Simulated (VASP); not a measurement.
# MgB2 (P6/mmm) in VASP: vibrations by perturbation theory with PBEsol

Aim: the vibrations by perturbation theory of MgB2 with PBEsol.

Program: VASP 6.6.1. These are calculated values, not measurements. Logs are shortened: lines on timing, memory, paths and dates and some standing lists are left out, and cuts for length are marked.

### Step 1. The cell of the first run

Symmetry: P6/mmm, No. 191, hexagonal system. Conventional cell: a = 2.995 Å, b = 2.995 Å, c = 3.354 Å, α = 90.00°, β = 90.00°, γ = 120.00°. Within 3.2 Å of Mg (site symmetry 6/mmm) lie 12 B at 2.41 Å and 6 Mg at 3.00 Å. B (site symmetry -6m2) has 3 B at 1.73 Å within 2.3 Å.

### Step 2. Vibrations by perturbation theory, PBEsol

The input, INCAR:

```
  PREC = Accurate
  ENCUT = 520
  EDIFF = 1E-8
  ISMEAR = -1
  SIGMA = 0.15
  LREAL = False
  LASPH = True
  NELM = 60
  ALGO = Normal
  ISIF = 2
  LWAVE = False
  LCHARG = False
  GGA = PS
  IBRION = 8
  NSW = 1
```

The input, KPOINTS:

```
regular mesh
0
Gamma
  18 18 12
```

The input, POSCAR:

```
MgB2
1.0
    2.9954697620      0.0000000000      0.0000000000
   -1.4977348810      2.5941529101      0.0000000000
    0.0000000000      0.0000000000      3.3543998103
Mg B
1 2
Direct
    0.0000000000      0.0000000000      0.0000000000
    0.3333333333      0.6666666667      0.5000000000
    0.6666666667      0.3333333333      0.5000000000
```

Potentials or basis: VASP PAW PBE potentials, release 64 (Mg, B).

Launch:

```console
> cat potpaw_PBE.64/Mg/POTCAR potpaw_PBE.64/B/POTCAR > POTCAR
> mpirun -np 1 vasp_std > vasp.out
```

OUTCAR:

```text
PREC = Accurate
   ENCUT = 520
   EDIFF = 1E-8
   ISMEAR = -1
   LREAL = False
   LASPH = True
   NELM = 60
   ISIF = 2
   GGA = PS
   IBRION = 8
   NSW = 1

 ion  position               nearest neighbor table
   1  0.000  0.000  0.000-   2 2.41   3 2.41   2 2.41   3 2.41   2 2.41   2 2.41   3 2.41   3 2.41
                             3 2.41   3 2.41   2 2.41   2 2.41
   2  0.333  0.667  0.500-   3 1.73   3 1.73   3 1.73   1 2.41   1 2.41   1 2.41   1 2.41   1 2.41
                             1 2.41
   3  0.667  0.333  0.500-   2 1.73   2 1.73   2 1.73   1 2.41   1 2.41   1 2.41   1 2.41   1 2.41
                             1 2.41

  LATTYP: Found a hexagonal cell.
 ALAT       =     2.9954697620
 C/A-ratio  =     1.1198242936

  Lattice vectors:

 A1 = (   2.9954697620,   0.0000000000,   0.0000000000)
 A2 = (  -1.4977348810,   2.5941529101,   0.0000000000)
 A3 = (   0.0000000000,   0.0000000000,   3.3543998103)

Analysis of symmetry for initial positions (statically):
=====================================================================
 Subroutine PRICEL returns:
 Original cell was already a primitive cell.

 Routine SETGRP: Setting up the symmetry group for a
 hexagonal supercell.

 Subroutine GETGRP returns: Found 24 space group operations
 (whereof 24 operations were pure point group operations)
 out of a pool of 24 trial point group operations.

The static configuration has the point symmetry D_6h.

Analysis of symmetry for dynamics (positions and initial velocities):
=====================================================================
 Subroutine PRICEL returns:
 Original cell was already a primitive cell.

 Routine SETGRP: Setting up the symmetry group for a
 hexagonal supercell.

 Subroutine GETGRP returns: Found 24 space group operations
 (whereof 24 operations were pure point group operations)
 out of a pool of 24 trial point group operations.

The dynamic configuration has the point symmetry D_6h.

 Subroutine INISYM returns: Found 24 space group operations
 (whereof 24 operations are pure point group operations),
 and found     1 'primitive' translations

----------------------------------------------------------------------------------------

                                     Primitive cell

  volume of cell :      26.0661

  direct lattice vectors                    reciprocal lattice vectors
     2.995469762  0.000000000  0.000000000     0.333837454  0.192741144  0.000000000
    -1.497734881  2.594152910  0.000000000     0.000000000  0.385482288  0.000000000
     0.000000000  0.000000000  3.354399810     0.000000000  0.000000000  0.298115924

  length of vectors
     2.995469762  2.995469762  3.354399810     0.385482288  0.385482288  0.298115924

  position of ions in fractional coordinates (direct lattice)
     0.000000000  0.000000000  0.000000000
     0.333333333  0.666666667  0.500000000
     0.666666667  0.333333333  0.500000000

  ion indices of the primitive-cell ions
   primitive index   ion index
                 1           1
                 2           2
                 3           3

----------------------------------------------------------------------------------------

 KPOINTS: regular mesh

Automatic generation of k-mesh.
 Grid dimensions read from file:
 generate k-points for:   18   18   12

 Generating k-lattice:

[... 101 lines left out ...]
 number of electron       8.0000000 magnetization

 Free energy of the ion-electron system (eV)
  ---------------------------------------------------
  ext. energy  EPLUGINS =         0.00000000
  ---------------------------------------------------
  free energy    TOTEN  =       -16.14317916 eV

  energy without entropy =      -16.09593323  energy(sigma->0) =      -16.11955619

 E-fermi :   5.9686     XC(G=0): -11.4345

 val. band max:        5.9386060829   @ k =   0.2778   0.2222   0.4167
 cond. band min:       5.9903505940   @ k =   0.0556   0.0556   0.1667
 fundamental gap:      0.0517445111
 Fermi energy:         5.9685818286

 k-point     1 :       0.0000    0.0000    0.0000
  band No.  band energies     occupation
      1      -7.0682      2.00000
      2       3.0504      2.00000
      3       6.3272      0.16771
      4       6.3272      0.16771
      5       8.1980      0.00000
      6      12.5332      0.00000
      7      12.5332      0.00000
      8      14.9530      0.00000
[... 243 lines left out ...]
 k-point    24 :       0.3889    0.1111    0.0000
  band No.  band energies     occupation
      1      -3.4119      2.00000
      2      -1.4402      2.00000
      3       2.7246      2.00000
      4       6.2284      0.30058
      5       9.6775      0.00000
      6      10.8317      0.00000
      7      12.1746      0.00000
      8      14.7035      0.00000

 [... further k-points ...]

------------------------ aborting loop because EDIFF is reached ----------------------------------------

  FORCE on cell =-STRESS in cart. coord.  units (eV):
  Direction    XX          YY          ZZ          XY          YZ          ZX
  --------------------------------------------------------------------------------------
  -------------------------------------------------------------------------------------
  Total        2.4760519      2.4760519      2.4395597     -0.0000000      0.0000000      0.0000000
  in kB      152.1931113    152.1931113    149.9500802     -0.0000000      0.0000000      0.0000000
  external PRESSURE =     151.4454342 kB  Pullay stress =       0.0000000 kB

 VOLUME and BASIS-vectors are now :
 -----------------------------------------------------------------------------
  energy-cutoff  :      520.00
  volume of cell :       26.07
      direct lattice vectors                 reciprocal lattice vectors
     2.995469762  0.000000000  0.000000000     0.333837454  0.192741144  0.000000000
    -1.497734881  2.594152910  0.000000000     0.000000000  0.385482288  0.000000000
     0.000000000  0.000000000  3.354399810     0.000000000  0.000000000  0.298115924

 POSITION                                       TOTAL-FORCE (eV/Angst)
 -----------------------------------------------------------------------------------
      0.00000      0.00000      0.00000        -0.000000      0.000000      0.000000
     -0.00000      1.72944      1.67720         0.000000     -0.000000      0.000000
      1.49773      0.86472      1.67720        -0.000000      0.000000     -0.000000
 -----------------------------------------------------------------------------------
    total drift:                                0.000000     -0.000000      0.000000

  FREE ENERGIE OF THE ION-ELECTRON SYSTEM (eV)
  ---------------------------------------------------
  free  energy   TOTEN  =       -16.1431791571 eV

  energy  without entropy=      -16.0959332309  energy(sigma->0) =      -16.11955619

[... ionic steps 2 to 3 ...]

--------------------------------------- Ionic step        4  -------------------------------------------

------------------------ aborting loop because EDIFF is reached ----------------------------------------
[... 11 lines left out ...]
[... ionic steps 8 to 8 ...]

--------------------------------------- Ionic step        9  -------------------------------------------

 Free energy of the ion-electron system (eV)
  ---------------------------------------------------
  ---------------------------------------------------
  free energy    TOTEN  =        -0.04289360 eV

  energy without entropy =       -0.04289360

------------------------ aborting loop because EDIFF is reached ----------------------------------------

 INTERNAL STRAIN TENSOR  FOR ION    2  DIRECTION 3   (eV/Angst):
 -----------------------------------------------------------------------------
     0.00392  0.00000 -0.00000
     0.00000  0.00392  0.00000
     0.00000  0.00000 -0.01035

 INTERNAL STRAIN TENSOR FOR ION    3 for displacements in x,y,z  (eV/Angst):
          X           Y           Z          XY          YZ          ZX
  --------------------------------------------------------------------------------
  x     0.00000     0.00000     0.00000     5.11165     0.00000     0.00000
  y     5.11165    -5.11165    -0.00000     0.00000     0.00000     0.00000
  z     0.00000     0.00000     0.00000     0.00000     0.00000     0.00000

 SECOND DERIVATIVES (NOT SYMMETRIZED)
 ------------------------------------
               1X          1Y          1Z          2X          2Y          2Z          3X          3Y          3Z
  1X    -6.679933    0.000000    0.000000    3.339967    0.000000    0.000000    3.339967    0.000000    0.000000
  1Y     0.000000   -6.679933    0.000000    0.000000    3.339967    0.000000    0.000000    3.339967    0.000000
  1Z    -0.000000    0.000000   -9.923293    0.000000    0.000000    4.961646    0.000000    0.000000    4.961646
  2X     3.349261    0.000000    0.000000  -11.944938    0.000000    0.000000    8.595677   -0.000000    0.000000
  2Y    -0.000000    3.349261    0.000000    0.000000  -11.944938    0.000000    0.000000    8.595677    0.000000
  2Z     0.000000   -0.000000    4.962506    0.000000    0.000000  -13.092710    0.000000    0.000000    8.130204
  3X     3.349261    0.000000    0.000000    8.595677   -0.000000    0.000000  -11.944938    0.000000    0.000000
  3Y    -0.000000    3.349261    0.000000    0.000000    8.595677    0.000000    0.000000  -11.944938    0.000000
  3Z     0.000000   -0.000000    4.962506    0.000000    0.000000    8.130204    0.000000    0.000000  -13.092710

 Eigenvectors and eigenvalues of the dynamical matrix
 ----------------------------------------------------

   1 f  =   21.903842 THz   137.625898 2PiTHz  730.633521 cm-1    90.586971 meV
             X         Y         Z           dx          dy          dz
      0.000000  0.000000  0.000000     0.000000    0.000000    0.000000
     -0.000000  1.729435  1.677200     0.000000    0.000000   -0.707107
      1.497735  0.864718  1.677200    -0.000000   -0.000000    0.707107
[... 43 lines left out ...]
   9 f/i=    0.008289 THz     0.052084 2PiTHz    0.276507 cm-1     0.034282 meV
             X         Y         Z           dx          dy          dz
      0.000000  0.000000  0.000000    -0.315377    0.656078   -0.000000
     -0.000000  1.729435  1.677200    -0.210045    0.436956   -0.000000
      1.497735  0.864718  1.677200    -0.210045    0.436956   -0.000000

--------------------------------------------------------------------------------------------------------

 ELASTIC MODULI CONTR FROM IONIC RELAXATION (kBar)
 Direction    XX          YY          ZZ          XY          YZ          ZX
 --------------------------------------------------------------------------------
 XX        -156.3774    156.3774      0.0000     -0.0000      0.0000     -0.0000
 YY         156.3774   -156.3774     -0.0000      0.0000      0.0000      0.0000
 ZZ           0.0000     -0.0000     -0.0000      0.0000      0.0000      0.0000
 XY          -0.0000      0.0000      0.0000   -156.3774      0.0000     -0.0000
 YZ           0.0000      0.0000      0.0000      0.0000      0.0000      0.0000
 ZX          -0.0000      0.0000      0.0000     -0.0000      0.0000     -0.0000
 --------------------------------------------------------------------------------
```

Wall time 8.3 min (1 thread of Intel Xeon Platinum 8259CL at 2.50GHz (Skylake/Cascade Lake), shared host); peak memory 0.75 GiB.

What came out:

```yaml
Highest_phonon_frequency_at_Γ: 731 cm⁻¹
```

Phonon frequencies in cm⁻¹ (negative: imaginary):
```
              q point                    frequencies
(0.000, 0.000, 0.000)  0 0 0 399 399 486 719 719 731
```

Caveat: the cell stands under pressure or tension, which shifts response properties; the PAW data sets were made with another functional, which shifts forces and pressure a little.
